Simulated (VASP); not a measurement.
Wanted: the native input for a VASP 6.6.1 run.

```
Task                   : single point
Functional             : r2SCAN
Potentials or basis    : VASP PAW PBE potentials, release 64 (Mg, Se)
Cutoff                 : 660 eV
k mesh                 : 6 × 6 × 6
Occupations            : methfessel-paxton, width 0.001 eV
Spin                   : no spin polarisation
Dipole correction      : no
Further INCAR settings : ALGO = Normal; EDIFF = 1e-06; NBANDS = 11
```

Crystal: MgSe.

```
CELL_PARAMETERS angstrom
0.00000 2.73627 2.73627
2.73627 0.00000 2.73627
2.73627 2.73627 0.00000
ATOMIC_POSITIONS crystal
Mg 0.00000 0.00000 0.00000
Se 0.50000 0.50000 0.50000
```

One way to write it, as run:

POSCAR

```
MgSe
1.0
    0.0000000000      2.7362693767      2.7362693767
    2.7362693767      0.0000000000      2.7362693767
    2.7362693767      2.7362693767      0.0000000000
Mg Se
1 1
Direct
    0.0000000000      0.0000000000      0.0000000000
    0.5000000000      0.5000000000      0.5000000000
```

INCAR.step1

```
SYSTEM = MgSe
ALGO = Normal
EDIFF = 1E-5
ENCUT = 660
GGA = PE
GGA_COMPAT = .False.
ISMEAR = 1
LASPH = .True.
LCHARG = .False.
LREAL = .False.
LWAVE = .True.
NBANDS = 11
NELM = 120
PREC = Accurate
SIGMA = 0.001
```

INCAR.step2

```
SYSTEM = MgSe
ALGO = Normal
EDIFF = 1E-6
ENCUT = 660
GGA_COMPAT = .False.
ISIF = 2
ISMEAR = 1
ISTART = 1
LASPH = .True.
LCHARG = .False.
LMIXTAU = .True.
LREAL = .False.
LWAVE = .False.
METAGGA = R2SCAN
NBANDS = 11
NELM = 120
PREC = Accurate
SIGMA = 0.001
```

KPOINTS

```
k-points
0
Gamma
  6 6 6
  0 0 0
```

Potentials or basis: VASP PAW PBE potentials, release 64 (Mg, Se).

Command:

```sh
$ cat potpaw_PBE.64/Mg/POTCAR potpaw_PBE.64/Se/POTCAR > POTCAR
$ cp INCAR.step1 INCAR
$ mpirun -np 1 vasp_std > vasp.out
$ cp INCAR.step2 INCAR
$ mpirun -np 1 vasp_std > vasp.out
```

It gave:

```yaml
Pressure: -0.3 GPa
Band_gap_on_the_k_mesh: 2.44 eV (least direct gap 3.41 eV)
```

Caveat: the PAW data sets were made with another functional, which shifts forces and pressure a little.

Run time: 31 s on 1 thread of Intel(R) Xeon(R) Platinum 8375C CPU @ 2.90GHz (Ice Lake), on a shared host, peak memory 0.18 GiB.
